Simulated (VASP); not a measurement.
Write the native input for VASP 6.6.1 that does the following.

| Item | Value |
| --- | --- |
| Task | single point |
| Functional | PBE |
| Dispersion | D3(BJ) |
| Potentials or basis | VASP PAW PBE potentials, release 64 (Cl, H_h) |
| Cutoff | 1000 eV |
| k mesh | 1 × 1 × 1 |
| Occupations | fermi-dirac, width 0.02 eV |
| Spin | no spin polarisation |
| Dipole correction | no |
| Further INCAR settings | LREAL = Auto; ALGO = Normal; EDIFF = 1e-06; NBANDS = 56 |

The structure of HCl lies in POSCAR:

```
HCl
1.0
    7.9895700000      0.0000000000      0.0000000000
    0.0000000000      7.9895700000      0.0000000000
    0.0000000000      0.0000000000      7.9895700000
Cl H
10 10
Direct
    0.5727091696      0.5694173779      0.9246930686
    0.0313909259      0.3101293311      0.9979010134
    0.1344502896      0.6617878059      0.6414487889
    0.4097842562      0.5158850852      0.3413325123
    0.8197687735      0.9508772062      0.8312712699
    0.8334866582      0.6906504355      0.2807535324
    0.6238007803      0.1579684514      0.1896347363
    0.7905932359      0.3823610032      0.5802064442
    0.0894541258      0.1046489361      0.3359880444
    0.4029002812      0.1575554129      0.6905753376
    0.4368820850      0.4894756539      0.9665100875
    0.0501278542      0.3217945396      0.8383680223
    0.2498006776      0.6147264496      0.5310298301
    0.5152467530      0.3979062703      0.3939135648
    0.8546893012      1.0138092538      0.6909257945
    0.7209399254      0.6515995229      0.1771434508
    0.6944178473      0.2693511666      0.0944356204
    0.8272284992      0.5281260443      0.5107158458
    0.1540883927      0.0310279527      0.4695621917
    0.4474959228      0.0197257174      0.7723068951
```

One way to write it, as run:

INCAR

```
  PREC = Accurate
  ENCUT = 1000
  EDIFF = 1E-6
  ISMEAR = -1
  SIGMA = 0.02
  LREAL = Auto
  LASPH = T
  NELM = 120
  ALGO = Normal
  ISIF = 2
  LWAVE = F
  LCHARG = T
  GGA = PE
  IVDW = 12
  LELF = T
  LVHAR = T
  NBANDS = 56
  GGA_COMPAT = F
```

KPOINTS

```
regular mesh
0
Gamma
  1 1 1
```

Potentials or basis: VASP PAW PBE potentials, release 64 (Cl, H_h).

The run is started by

```console
$ cat potpaw_PBE.64/Cl/POTCAR potpaw_PBE.64/H_h/POTCAR > POTCAR
$ mpirun -np 1 vasp_gam > vasp.out
```

Results of the run:

The pressure is -0.2 GPa. The largest force is 1.229 eV/Å and the dispersion energy per atom is -0.063 eV.

Caveat: the k points lie up to 0.79 Å⁻¹ apart; the atoms stand as in a frame of molecular dynamics.

Run time: 2.8 min on 1 thread of Intel(R) Xeon(R) Platinum 8375C CPU @ 2.90GHz (Ice Lake), on a shared host, peak memory 0.96 GiB.
